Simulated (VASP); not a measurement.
# Au (Cmcm) in VASP: a series of runs, part 2 of 2

VASP 6.6.1.

## 3. Single point, LDA

INCAR

```
PREC     = Accurate       # precision mode
ENCUT    = 500            # plane-wave cutoff, eV
EDIFF    = 1E-6           # SCF threshold, eV
ISMEAR   = -1             # smearing method
SIGMA    = 0.2585199978643553 # smearing width, eV
LREAL    = F              # projectors in reciprocal space
LASPH    = T              # aspherical terms in the spheres
NELM     = 120            # most SCF steps
ALGO     = Normal         # electronic algorithm
ISIF     = 2              # what is computed and relaxed
LWAVE    = F              # write WAVECAR
LCHARG   = F              # write CHGCAR
NBANDS   = 18             # bands
GGA_COMPAT= F
```

KPOINTS

```
regular mesh
0
Gamma
  2 2 1
```

POSCAR

```
Au
1.0
    1.4113099650     -2.5559330250      0.0000000000
    1.4113099650      2.5559330250      0.0000000000
    0.0000000000      0.0000000000      4.8931696100
Au
2
Direct
    0.6653279700      0.3346720300      0.2500000000
    0.3346720300      0.6653279700      0.7500000000
```

Potentials or basis: VASP PAW LDA potentials, release 64 (Au).

Command:

```bash
cat potpaw_LDA.64/Au/POTCAR > POTCAR
mpirun -np 1 vasp_std > vasp.out
```

Wall time 5.1 s (1 thread of Intel Xeon 8259CL, shared host); peak memory 0.13 GiB.

Results (log left out):

| Item | Value |
| --- | --- |
| Free energy | -5.3496 eV |
| Pressure | 8.2 GPa |
| Largest force | 0.118 eV/Å |
| Band gap on the k mesh | zero (band 11 reaches 9.09 eV, above the bottom of band 12 at 7.67 eV) |

Forces in eV/Å, atoms in the order of the input:
```
Au   0.000 -0.118  0.000
Au   0.000  0.118  0.000
```

Stress tensor (GPa, compression positive):
```
 19.90   0.00   0.00
  0.00  23.32   0.00
  0.00   0.00 -18.71
```

Levels at points of the mesh, in eV from the Fermi level:
```csv
k point,band 7,band 8,band 9,band 10,band 11,band 12,band 13,band 14,band 15,band 16
"(0.00, 0.00, 0.00)",-4.38,-3.91,-3.79,-2.61,-2.58,-1.50,1.89,13.95,14.97,16.05
"(0.50, 0.00, 0.00)",-4.00,-2.42,-2.30,-2.15,-0.08,1.15,5.11,6.66,6.78,9.42
"(0.50, 0.50, 0.00)",-4.11,-2.38,-2.37,-2.20,-0.30,0.72,4.75,6.17,6.43,10.63
```

Caveat: the k points lie up to 1.28 Å⁻¹ apart; spin-orbit coupling is left out, which moves the levels of the heavy elements.

## 4. Single point, PBE

INCAR

```
PREC = Accurate
ENCUT = 500
EDIFF = 1E-6
ISMEAR = 0
SIGMA = 0.1
LREAL = False
LASPH = True
NELM = 120
ALGO = Normal
ISIF = 2
LWAVE = False
LCHARG = True
GGA = PE
LELF = True
LVHAR = True
NBANDS = 18
GGA_COMPAT = False
```

KPOINTS

```
Automatic mesh
0
Gamma
  2 2 1
```

POSCAR is that of step 3.

Potentials or basis: VASP PAW PBE potentials, release 64 (Au).

Command:

```bash
cat potpaw_PBE.64/Au/POTCAR > POTCAR
mpirun -np 1 vasp_std > vasp.out
```

OUTCAR:

```text
PREC = Accurate
   ENCUT = 500
   EDIFF = 1E-6
   ISMEAR = 0
   LREAL = False
   LASPH = True
   NELM = 120
   ISIF = 2
   GGA = PE

 ion  position               nearest neighbor table
   1  0.665  0.335  0.250-   2 2.95   2 2.95   2 2.95   2 2.95   2 2.97   2 2.97
   2  0.335  0.665  0.750-   1 2.95   1 2.95   1 2.95   1 2.95   1 2.97   1 2.97

  LATTYP: Found a base centered orthorhombic cell.
 ALAT       =     2.8226199300
 B/A-ratio  =     1.8110359088
 C/A-ratio  =     1.7335559627

  Lattice vectors:

 A1 = (   1.4113099650,  -2.5559330250,   0.0000000000)
 A2 = (   1.4113099650,   2.5559330250,   0.0000000000)
 A3 = (   0.0000000000,   0.0000000000,   4.8931696100)

Analysis of symmetry for initial positions (statically):
=====================================================================
 Subroutine PRICEL returns:
 Original cell was already a primitive cell.

 Routine SETGRP: Setting up the symmetry group for a
 base centered orthorhombic supercell.

 Subroutine GETGRP returns: Found  8 space group operations
 (whereof  4 operations were pure point group operations)
 out of a pool of  8 trial point group operations.

The static configuration has the point symmetry C_2h.
 The point group associated with its full space group is D_2h.

Analysis of symmetry for dynamics (positions and initial velocities):
=====================================================================
 Subroutine PRICEL returns:
 Original cell was already a primitive cell.

 Routine SETGRP: Setting up the symmetry group for a
 base centered orthorhombic supercell.

 Subroutine GETGRP returns: Found  8 space group operations
 (whereof  4 operations were pure point group operations)
 out of a pool of  8 trial point group operations.

The dynamic configuration has the point symmetry C_2h.
 The point group associated with its full space group is D_2h.

 Subroutine INISYM returns: Found  8 space group operations
 (whereof  4 operations are pure point group operations),
 and found     1 'primitive' translations

[... 89 lines left out ...]
   IALGO  =     38    algorithm
   IMIX   =      4    mixing-type and parameters
     AMIX     =   0.40;   BMIX     =  1.00
     AMIX_MAG =   1.60;   BMIX_MAG =  1.00
  volume/ion in A,a.u.               =      17.65       119.11
  Fermi-wavevector in a.u.,A,eV,Ry     =   1.398358  2.642513 26.604898  1.955405
  Thomas-Fermi vector in A             =   2.521524
   LORBIT       =      0    0 simple, 1 ext, 2 COOP (PROOUT), +10 PAW based schemes
   GGA     = PE    functional components
   LHFCALC =     F    Hartree Fock is set to
   AEXX    =    0.0000 exact exchange contribution
   IVDW    =     0    specifies the selected vdW correction
   LEPSILON=     F    determine dielectric tensor
   LRPA    =     F    only Hartree local field effects (RPA)
 non-spin polarized calculation
 Gauss-broadening in eV      SIGMA  =   0.10
  energy-cutoff  :      500.00
  volume of cell :       35.30
 maximum number of plane-waves:       900
 NGX is ok and might be reduce to    24
   NGX = 11   NGY = 11   NGZ = 17

 number of electron      21.9999997 magnetization

 Free energy of the ion-electron system (eV)
  ---------------------------------------------------
  ext. energy  EPLUGINS =         0.00000000
  ---------------------------------------------------
  free energy    TOTEN  =        -2.79311716 eV

  energy without entropy =       -2.76434398  energy(sigma->0) =       -2.77873057

 E-fermi :   9.2915     XC(G=0): -12.5294

 val. band max:        9.2910041403   @ k =   0.5000  -0.0000   0.0000
 cond. band min:      10.1198451111   @ k =   0.5000   0.5000   0.0000
 fundamental gap:      0.8288409708
 Fermi energy:         9.2914993984

 k-point     1 :       0.0000    0.0000    0.0000
  band No.  band energies     occupation
      1      -0.6199      2.00000
      2       1.6587      2.00000
      3       4.0601      2.00000
      4       4.1471      2.00000
      5       4.5090      2.00000
      6       4.7403      2.00000
[... 40 lines left out ...]
      5       4.6697      2.00000
      6       4.7282      2.00000
[... 10 lines left out ...]
     17      20.0868      0.00000
     18      24.2450      0.00000

------------------------ aborting loop because EDIFF is reached ----------------------------------------

  FORCE on cell =-STRESS in cart. coord.  units (eV):
  Direction    XX          YY          ZZ          XY          YZ          ZX
  --------------------------------------------------------------------------------------
  -------------------------------------------------------------------------------------
  Total        6.3244629      8.0726956     -1.5371970      0.0000000      0.0000000      0.0000000
  in kB      287.0397789    366.3844352    -69.7666665      0.0000000      0.0000000      0.0000000
  external PRESSURE =     194.5525159 kB  Pullay stress =       0.0000000 kB

 VOLUME and BASIS-vectors are now :
 -----------------------------------------------------------------------------
  energy-cutoff  :      500.00
  volume of cell :       35.30
      direct lattice vectors                 reciprocal lattice vectors
     1.411309965 -2.555933025  0.000000000     0.354280783 -0.195623279  0.000000000
     1.411309965  2.555933025  0.000000000     0.354280783  0.195623279  0.000000000
     0.000000000  0.000000000  4.893169610     0.000000000  0.000000000  0.204366511

 POSITION                                       TOTAL-FORCE (eV/Angst)
 -----------------------------------------------------------------------------------
      1.41131     -0.84513      1.22329         0.000000     -0.402920     -0.000000
      1.41131      0.84513      3.66988         0.000000      0.402920      0.000000
 -----------------------------------------------------------------------------------
    total drift:                                0.000000      0.000000     -0.000000

  FREE ENERGIE OF THE ION-ELECTRON SYSTEM (eV)
  ---------------------------------------------------
  free  energy   TOTEN  =        -2.7931171624 eV

  energy  without entropy=       -2.7643439752  energy(sigma->0) =       -2.77873057
```

OSZICAR:

```text
N       E                     dE             d eps       ncg     rms          rms(c)
DAV:   1     0.128016799577E+03    0.12802E+03   -0.11382E+04   108   0.115E+03
DAV:   2    -0.634353144191E+00   -0.12865E+03   -0.12345E+03   112   0.257E+02
DAV:   3    -0.333909449780E+01   -0.27047E+01   -0.26754E+01   136   0.362E+01
DAV:   4    -0.335174016266E+01   -0.12646E-01   -0.12644E-01   112   0.256E+00
DAV:   5    -0.335183833821E+01   -0.98176E-04   -0.98177E-04   126   0.249E-01    0.180E+01
DAV:   6    -0.285409705717E+01    0.49774E+00   -0.85001E-01   108   0.812E+00    0.113E+01
DAV:   7    -0.280127666727E+01    0.52820E-01   -0.20960E-01   112   0.399E+00    0.287E+00
DAV:   8    -0.279315630077E+01    0.81204E-02   -0.28694E-02   108   0.144E+00    0.386E-01
DAV:   9    -0.279309809063E+01    0.58210E-04   -0.14304E-04   116   0.956E-02    0.725E-02
DAV:  10    -0.279311667125E+01   -0.18581E-04   -0.29157E-05   120   0.416E-02    0.769E-03
DAV:  11    -0.279311716244E+01   -0.49119E-06   -0.15062E-06    88   0.869E-03
   1 F= -.27931172E+01 E0= -.27787306E+01  d E =-.287732E-01
```

Wall time 8.6 s (1 thread of Intel Xeon 8259CL, shared host); peak memory 0.15 GiB.

What came out:

```
Free energy            : -2.7931 eV
Pressure               : 19.5 GPa
Largest force          : 0.403 eV/Å
Band gap on the k mesh : zero (band 11 reaches 9.29 eV, above the bottom of band 12 at 7.89 eV)
```

Forces in eV/Å, atoms in the order of the input:
```
Au   0.000 -0.403  0.000
Au   0.000  0.403  0.000
```

Stress tensor (GPa, compression positive):
```
28.70  0.00  0.00
 0.00 36.64  0.00
 0.00  0.00 -6.98
```

Levels at points of the mesh, in eV from the Fermi level:
```csv
k point,band 7,band 8,band 9,band 10,band 11,band 12,band 13,band 14,band 15,band 16
"(0.00, 0.00, 0.00)",-4.30,-3.82,-3.75,-2.55,-2.54,-1.40,2.00,14.05,15.09,16.19
"(0.50, 0.00, 0.00)",-3.90,-2.36,-2.25,-2.09,0.00,1.25,5.26,6.81,6.89,9.58
"(0.50, 0.50, 0.00)",-4.00,-2.34,-2.33,-2.15,-0.18,0.83,4.94,6.33,6.53,10.70
```

Caveat: the k points lie up to 1.28 Å⁻¹ apart; spin-orbit coupling is left out, which moves the levels of the heavy elements.

## 5. Overview

```csv
level,potentials or basis,smearing,gap on the mesh (eV),pressure (GPa),largest force (eV/Å)
PBEsol,"VASP PAW PBE potentials, release 64 (Au)",methfessel-paxton 0.017 eV,none,11.4,0.42
LDA,"VASP PAW LDA potentials, release 64 (Au)",fermi-dirac 0.25852 eV,none,8.2,0.12
PBE,"VASP PAW PBE potentials, release 64 (Au)",gaussian 0.1 eV,none,19.5,0.40
```

Alike in all rows: task single point; no spin polarisation; cell as given; k mesh 2 × 2 × 1; cutoff (eV) 500.

Caveats: all runs use coarse meshes; spin-orbit coupling is left out, which moves the levels of the heavy elements; the PAW data sets were made with another functional, which shifts forces and pressure a little (some runs).

Absolute energies hang on the potentials; compare differences alone.
